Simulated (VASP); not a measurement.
# TiB2 (P6/mmm) in VASP: a series of runs

TiB2 is run at these levels: PBE, r2SCAN; tasks: single point.

Everything below comes from runs of VASP 6.6.1. Logs are shortened: lines on timing, memory, paths and dates and some standing lists are left out, and cuts for length are marked.

## 1. The cell of the first run

The structure is hexagonal, space group P6/mmm (No. 191). Conventional cell: a = 3.032 Å, b = 3.032 Å, c = 3.224 Å, α = 90.00°, β = 90.00°, γ = 120.00°. Ti (site symmetry 6/mmm) has 12 B at 2.38 Å and 6 Ti at 3.03 Å within 3.1 Å. Within 2.4 Å of B (site symmetry -6m2) lie 3 B at 1.75 Å and 6 Ti at 2.38 Å.

## 2. Single point, PBE

INCAR

```
SYSTEM = TiB2
PREC = Accurate
ENCUT = 500
EDIFF = 1E-6
ISMEAR = -1
SIGMA = 0.1
LREAL = .False.
LASPH = .True.
NELM = 120
ALGO = Normal
ISIF = 2
LWAVE = .False.
LCHARG = .False.
GGA = PE
NBANDS = 16
GGA_COMPAT = .False.
```

KPOINTS

```
Automatic mesh
0
Gamma
  12 12 10
  0 0 0
```

POSCAR

```
TiB2
1.0
    3.0319072245      0.0000000000      0.0000000000
   -1.5159536122      2.6257086783      0.0000000000
    0.0000000000      0.0000000000      3.2241504851
Ti B
1 2
Direct
    0.0000000000      0.0000000000      0.0000000000
    0.3333333333      0.6666666667      0.5000000000
    0.6666666667      0.3333333333      0.5000000000
```

Potentials or basis: VASP PAW PBE potentials, release 64 (Ti_sv, B).

On the command line:

```
> cat potpaw_PBE.64/Ti_sv/POTCAR potpaw_PBE.64/B/POTCAR > POTCAR
> mpirun -np 1 vasp_std > vasp.out
```

OUTCAR:

```text
SYSTEM = TiB2
   PREC = Accurate
   ENCUT = 500
   EDIFF = 1E-6
   ISMEAR = -1
   LREAL = .False.
   LASPH = .True.
   NELM = 120
   ISIF = 2
   GGA = PE

 ion  position               nearest neighbor table
   1  0.000  0.000  0.000-   2 2.38   3 2.38   2 2.38   3 2.38   2 2.38   2 2.38   3 2.38   3 2.38
                             3 2.38   3 2.38   2 2.38   2 2.38
   2  0.333  0.667  0.500-   3 1.75   3 1.75   3 1.75   1 2.38   1 2.38   1 2.38   1 2.38   1 2.38
                             1 2.38
   3  0.667  0.333  0.500-   2 1.75   2 1.75   2 1.75   1 2.38   1 2.38   1 2.38   1 2.38   1 2.38
                             1 2.38

  LATTYP: Found a hexagonal cell.
 ALAT       =     3.0319072245
 C/A-ratio  =     1.0634067095

  Lattice vectors:

 A1 = (   3.0319072245,   0.0000000000,   0.0000000000)
 A2 = (  -1.5159536122,   2.6257086783,   0.0000000000)
 A3 = (   0.0000000000,   0.0000000000,   3.2241504851)

Analysis of symmetry for initial positions (statically):
=====================================================================
 Subroutine PRICEL returns:
 Original cell was already a primitive cell.

 Routine SETGRP: Setting up the symmetry group for a
 hexagonal supercell.

 Subroutine GETGRP returns: Found 24 space group operations
 (whereof 24 operations were pure point group operations)
 out of a pool of 24 trial point group operations.

The static configuration has the point symmetry D_6h.

Analysis of symmetry for dynamics (positions and initial velocities):
=====================================================================
 Subroutine PRICEL returns:
 Original cell was already a primitive cell.

 Routine SETGRP: Setting up the symmetry group for a
 hexagonal supercell.

 Subroutine GETGRP returns: Found 24 space group operations
 (whereof 24 operations were pure point group operations)
 out of a pool of 24 trial point group operations.

The dynamic configuration has the point symmetry D_6h.

 Subroutine INISYM returns: Found 24 space group operations
 (whereof 24 operations are pure point group operations),
 and found     1 'primitive' translations

----------------------------------------------------------------------------------------

                                     Primitive cell

  volume of cell :      25.6672

  direct lattice vectors                    reciprocal lattice vectors
     3.031907224  0.000000000  0.000000000     0.329825396  0.190424781  0.000000000
    -1.515953612  2.625708678  0.000000000     0.000000000  0.380849562  0.000000000
     0.000000000  0.000000000  3.224150485     0.000000000  0.000000000  0.310159220

  length of vectors
     3.031907224  3.031907224  3.224150485     0.380849562  0.380849562  0.310159220

  position of ions in fractional coordinates (direct lattice)
     0.000000000  0.000000000  0.000000000
     0.333333333  0.666666667  0.500000000
     0.666666667  0.333333333  0.500000000

  ion indices of the primitive-cell ions
   primitive index   ion index
                 1           1
                 2           2
                 3           3

----------------------------------------------------------------------------------------

 KPOINTS: Automatic mesh

Automatic generation of k-mesh.
 Grid dimensions read from file:
 generate k-points for:   12   12   10

 Generating k-lattice:

  Cartesian coordinates                     Fractional coordinates (reciprocal lattice)
     0.027485450  0.015868732  0.000000000     0.083333333 -0.000000000  0.000000000
     0.000000000  0.031737463  0.000000000     0.000000000  0.083333333  0.000000000
     0.000000000  0.000000000  0.031015922     0.000000000  0.000000000  0.100000000

  Length of vectors
     0.031737463  0.031737463  0.031015922

  Shift w.r.t. Gamma in fractional coordinates (k-lattice)
     0.000000000  0.000000000  0.000000000

 Subroutine IBZKPT returns following result:
 ===========================================

 Found    114 irreducible k-points:

 Following reciprocal coordinates:
            Coordinates               Weight
  0.000000  0.000000  0.000000      1.000000
  0.083333  0.000000  0.000000      6.000000
  0.166667  0.000000  0.000000      6.000000
  0.250000  0.000000  0.000000      6.000000
  0.333333  0.000000  0.000000      6.000000
  0.416667  0.000000  0.000000      6.000000
[... 16 lines left out ...]
  0.250000  0.000000  0.100000     12.000000
  0.333333  0.000000  0.100000     12.000000
 [... further k-points ...]
   k-points           NKPTS =    114   k-points in BZ     NKDIM =    114   number of bands    NBANDS=     16
   number of dos      NEDOS =    301   number of ions     NIONS =      3
   total plane-waves  NPLWV =  13824
   dimension x,y,z NGX =    24 NGY =   24 NGZ =   24
   dimension x,y,z NGXF=    48 NGYF=   48 NGZF=   48
   ions per type =               1   2
   NGX,Y,Z   is equivalent  to a cutoff of  13.16, 13.16, 12.38 a.u.
   NGXF,Y,Z  is equivalent  to a cutoff of  26.32, 26.32, 24.75 a.u.
 SYSTEM =  TiB2
   PREC   = accura    normal or accurate (medium, high low for compatibility)
   ISTART =      0    job   : 0-new  1-cont  2-samecut
   ICHARG =      2    charge: 1-file 2-atom 10-const
   ISPIN  =      1    spin polarized calculation?
   LNONCOLLINEAR =      F non collinear calculations
   LSORBIT =      F    spin-orbit coupling
   LASPH  =      T    aspherical Exc in radial PAW
   ENCUT  =  500.0 eV  36.75 Ry    6.06 a.u.   5.53  5.53  5.88*2*pi/ulx,y,z
   NELM   =    120;   NELMIN=  2; NELMDL= -5     # of ELM steps
   EDIFF  = 0.1E-05   stopping-criterion for ELM
   LREAL  =      F    real-space projection
   EDIFFG = 0.1E-04   stopping-criterion for IOM
   NSW    =      0    number of steps for IOM
   IBRION =     -1    ionic relax: 0-MD 1-quasi-New 2-CG
   NFREE  =      0    steps in history (QN), initial steepest desc. (CG)
   ISIF   =      2    stress and relaxation
   ISYM   =      2    0-nonsym 1-usesym 2-fastsym
   POTIM  = 0.5000    time-step for ionic-motion
   TEBEG  =    0.0;   TEEND  =   0.0 temperature during run
   PSTRESS=    0.0 pullay stress
   NELECT =      18.0000    total number of electrons
   NUPDOWN=      -1.0000    fix difference up-down
   EMIN   =  10.00;   EMAX   =-10.00  energy-range for DOS
   EFERMI =   0.00;   METHOD = LEGACY
   ISMEAR =    -1;   SIGMA  =   0.10  broadening in eV -4-tet -1-fermi 0-gaus
   EFERMI_NEDOS =   21; number of points for ismear=-14 and -15
   IALGO  =     38    algorithm
   IMIX   =      4    mixing-type and parameters
     AMIX     =   0.40;   BMIX     =  1.00
     AMIX_MAG =   1.60;   BMIX_MAG =  1.00
  volume/ion in A,a.u.               =       8.56        57.74
  Fermi-wavevector in a.u.,A,eV,Ry     =   1.454476  2.748560 28.783112  2.115499
  Thomas-Fermi vector in A             =   2.571622
   LORBIT       =      0    0 simple, 1 ext, 2 COOP (PROOUT), +10 PAW based schemes
   GGA     = PE    functional components
   LHFCALC =     F    Hartree Fock is set to
   AEXX    =    0.0000 exact exchange contribution
   IVDW    =     0    specifies the selected vdW correction
   LEPSILON=     F    determine dielectric tensor
   LRPA    =     F    only Hartree local field effects (RPA)
 non-spin polarized calculation
  energy-cutoff  :      500.00
  volume of cell :       25.67
 maximum number of plane-waves:       678
 NGX is ok and might be reduce to    24
   NGX = 11   NGY = 11   NGZ = 11

 number of electron      18.0000001 magnetization

 Free energy of the ion-electron system (eV)
  ---------------------------------------------------
  ext. energy  EPLUGINS =         0.00000000
  ---------------------------------------------------
  free energy    TOTEN  =       -24.43564983 eV

  energy without entropy =      -24.42321668  energy(sigma->0) =      -24.42943326

 E-fermi :   9.9994     XC(G=0): -12.7668

 val. band max:        9.9741221383   @ k =   0.0833   0.0833   0.3000
 cond. band min:      10.0110213252   @ k =   0.0833   0.0000   0.3000
 fundamental gap:      0.0368991869
 Fermi energy:         9.9993539020

 k-point     1 :       0.0000    0.0000    0.0000
  band No.  band energies     occupation
      1     -46.9611      2.00000
      2     -23.3098      2.00000
      3     -23.0005      2.00000
      4     -23.0005      2.00000
      5      -3.5074      2.00000
      6       7.3801      2.00000
[... 8 lines left out ...]
     15      15.7439      0.00000
     16      16.8751      0.00000

 k-point     2 :       0.0833    0.0000    0.0000
  band No.  band energies     occupation
      1     -46.9575      2.00000
      2     -23.3052      2.00000
      3     -23.0282      2.00000
      4     -23.0068      2.00000
      5      -3.3738      2.00000
      6       6.9957      2.00000
[... 8 lines left out ...]
     15      16.5454      0.00000
     16      17.3005      0.00000

 k-point     3 :       0.1667    0.0000    0.0000
  band No.  band energies     occupation
      1     -46.9476      2.00000
      2     -23.2927      2.00000
      3     -23.1031      2.00000
      4     -23.0239      2.00000
      5      -2.9809      2.00000
      6       6.0096      2.00000
[... 8 lines left out ...]
     15      18.1744      0.00000
     16      18.2181      0.00000

 k-point     4 :       0.2500    0.0000    0.0000
  band No.  band energies     occupation
      1     -46.9342      2.00000
      2     -23.2756      2.00000
      3     -23.2040      2.00000
      4     -23.0471      2.00000
      5      -2.3490      2.00000
      6       4.7259      2.00000
[... 8 lines left out ...]
     15      17.3565      0.00000
     16      19.1960      0.00000

 k-point     5 :       0.3333    0.0000    0.0000
  band No.  band energies     occupation
      1     -46.9207      2.00000
      2     -23.3035      2.00000
      3     -23.2585      2.00000
      4     -23.0702      2.00000
      5      -1.5064      2.00000
      6       3.3473      2.00000
[... 8 lines left out ...]
     15      17.3501      0.00000
     16      18.9184      0.00000

 k-point     6 :       0.4167    0.0000    0.0000
  band No.  band energies     occupation
      1     -46.9108      2.00000
      2     -23.3753      2.00000
      3     -23.2459      2.00000
      4     -23.0870      2.00000
      5      -0.4837      2.00000
      6       1.9828      2.00000
[... 8 lines left out ...]
     15      17.4337      0.00000
     16      18.4391      0.00000
[... 267 lines left out ...]
 k-point    21 :       0.0833    0.0000    0.1000
  band No.  band energies     occupation
      1     -46.9561      2.00000
      2     -23.3246      2.00000
      3     -23.0265      2.00000
      4     -23.0052      2.00000
      5      -3.2443      2.00000
      6       6.5223      2.00000
[... 8 lines left out ...]
     15      16.8488      0.00000
     16      17.2122      0.00000

 k-point    22 :       0.1667    0.0000    0.1000
  band No.  band energies     occupation
      1     -46.9462      2.00000
      2     -23.3116      2.00000
      3     -23.1010      2.00000
      4     -23.0222      2.00000
      5      -2.8604      2.00000
      6       6.0550      2.00000
[... 8 lines left out ...]
     15      17.7938      0.00000
     16      18.2855      0.00000

 k-point    23 :       0.2500    0.0000    0.1000
  band No.  band energies     occupation
      1     -46.9328      2.00000
      2     -23.2940      2.00000
      3     -23.2015      2.00000
      4     -23.0452      2.00000
      5      -2.2434      2.00000
      6       4.7450      2.00000
[... 8 lines left out ...]
     15      17.6227      0.00000
     16      19.6651      0.00000

 k-point    24 :       0.3333    0.0000    0.1000
  band No.  band energies     occupation
      1     -46.9194      2.00000
      2     -23.3011      2.00000
      3     -23.2757      2.00000
      4     -23.0682      2.00000
      5      -1.4203      2.00000
      6       3.3591      2.00000
[... 8 lines left out ...]
     15      17.6491      0.00000
     16      19.5149      0.00000

 [... further k-points ...]

------------------------ aborting loop because EDIFF is reached ----------------------------------------

  FORCE on cell =-STRESS in cart. coord.  units (eV):
  Direction    XX          YY          ZZ          XY          YZ          ZX
  --------------------------------------------------------------------------------------
  -------------------------------------------------------------------------------------
  Total        0.0427754      0.0427754      0.0464677      0.0000000     -0.0000000     -0.0000000
  in kB        2.6700947      2.6700947      2.9005724      0.0000000     -0.0000000     -0.0000000
  external PRESSURE =       2.7469206 kB  Pullay stress =       0.0000000 kB

 VOLUME and BASIS-vectors are now :
 -----------------------------------------------------------------------------
  energy-cutoff  :      500.00
  volume of cell :       25.67
      direct lattice vectors                 reciprocal lattice vectors
     3.031907224  0.000000000  0.000000000     0.329825396  0.190424781  0.000000000
    -1.515953612  2.625708678  0.000000000     0.000000000  0.380849562  0.000000000
     0.000000000  0.000000000  3.224150485     0.000000000  0.000000000  0.310159220

 POSITION                                       TOTAL-FORCE (eV/Angst)
 -----------------------------------------------------------------------------------
      0.00000      0.00000      0.00000        -0.000000      0.000000      0.000000
     -0.00000      1.75047      1.61208        -0.000000     -0.000000      0.000000
      1.51595      0.87524      1.61208         0.000000     -0.000000      0.000000
 -----------------------------------------------------------------------------------
    total drift:                               -0.000000      0.000000      0.000000

  FREE ENERGIE OF THE ION-ELECTRON SYSTEM (eV)
  ---------------------------------------------------
  free  energy   TOTEN  =       -24.4356498293 eV

  energy  without entropy=      -24.4232166813  energy(sigma->0) =      -24.42943326
```

Wall time 69 s (1 thread of AMD EPYC 7R13, shared host); peak memory 0.14 GiB.

What came out:

| Item | Value |
| --- | --- |
| Free energy | -24.4356 eV |
| Pressure | 0.3 GPa |
| Band gap on the k mesh | zero (bands 9 and 10 overlap by 0.55 eV) |

Levels at points of the mesh, in eV from the Fermi level:
| k point | band 6 | band 7 | band 8 | band 9 | band 10 | band 11 | band 12 | band 13 |
| --- | --- | --- | --- | --- | --- | --- | --- | --- |
| (0.00, 0.00, 0.00) | -2.62 | -2.62 | -2.31 | -2.11 | 1.88 | 1.88 | 3.66 | 3.66 |
| (0.50, 0.00, 0.00) | -9.25 | -3.28 | -3.21 | -2.27 | 1.33 | 2.73 | 3.20 | 3.37 |
| (0.00, 0.00, 0.50) | -7.61 | -0.57 | -0.57 | -0.20 | -0.20 | 0.43 | 0.43 | 1.66 |
| (0.50, 0.00, 0.50) | -7.55 | -4.65 | -3.82 | -3.15 | 2.48 | 2.91 | 4.46 | 4.58 |

## 3. Single point, r2SCAN

This run uses another cell than the first one, of 8.52 Å³/atom.

POSCAR

```
TiB2
1.0
    3.0248997929      0.0000000000      0.0000000000
   -1.5124498965      2.6196400646      0.0000000000
    0.0000000000      0.0000000000      3.2243443010
Ti B
1 2
Direct
    0.0000000000      0.0000000000      0.0000000000
    0.3333333333      0.6666666667      0.5000000000
    0.6666666667      0.3333333333      0.5000000000
```

INCAR.step1

```
SYSTEM = TiB2
PREC = Accurate
ENCUT = 550
ISMEAR = -1
SIGMA = 0.1
LREAL = .FALSE.
LASPH = .TRUE.
NELM = 120
NBANDS = 16
GGA = PE
ALGO = Normal
EDIFF = 1E-5
LWAVE = .TRUE.
LCHARG = .FALSE.
GGA_COMPAT = .FALSE.
```

INCAR.step2

```
SYSTEM = TiB2
PREC = Accurate
ENCUT = 550
EDIFF = 1E-6
ISMEAR = -1
SIGMA = 0.1
LREAL = .FALSE.
LASPH = .TRUE.
NELM = 120
ALGO = Normal
ISIF = 2
LWAVE = .FALSE.
LCHARG = .FALSE.
METAGGA = R2SCAN
LMIXTAU = .TRUE.
NBANDS = 16
ISTART = 1
GGA_COMPAT = .FALSE.
```

KPOINTS

```
regular mesh
0
G
  12 12 10
  0 0 0
```

Potentials or basis: VASP PAW PBE potentials, release 64 (Ti_sv, B).

On the command line:

```
> cat potpaw_PBE.64/Ti_sv/POTCAR potpaw_PBE.64/B/POTCAR > POTCAR
> cp INCAR.step1 INCAR
> mpirun -np 1 vasp_std > vasp.out
> cp INCAR.step2 INCAR
> mpirun -np 1 vasp_std > vasp.out
```

Wall time 5.2 min (1 thread of AMD EPYC 7R13, shared host); peak memory 0.15 GiB.

It converged, with:

```yaml
Free_energy: -30.9797 eV
Pressure: 0.7 GPa
Band_gap_on_the_k_mesh: zero (bands 9 and 10 overlap by 0.62 eV)
```

Levels at points of the mesh, in eV from the Fermi level:
| k point | band 6 | band 7 | band 8 | band 9 | band 10 | band 11 | band 12 | band 13 |
| --- | --- | --- | --- | --- | --- | --- | --- | --- |
| (0.00, 0.00, 0.00) | -2.78 | -2.78 | -2.61 | -2.20 | 1.99 | 1.99 | 3.87 | 3.87 |
| (0.50, 0.00, 0.00) | -10.03 | -3.55 | -3.48 | -2.39 | 1.40 | 2.89 | 3.39 | 3.47 |
| (0.00, 0.00, 0.50) | -8.16 | -0.63 | -0.63 | -0.22 | -0.22 | 0.47 | 0.47 | 1.77 |
| (0.50, 0.00, 0.50) | -8.17 | -4.97 | -4.10 | -3.52 | 2.64 | 3.07 | 4.65 | 4.80 |

Caveat: the PAW data sets were made with another functional, which shifts forces and pressure a little.
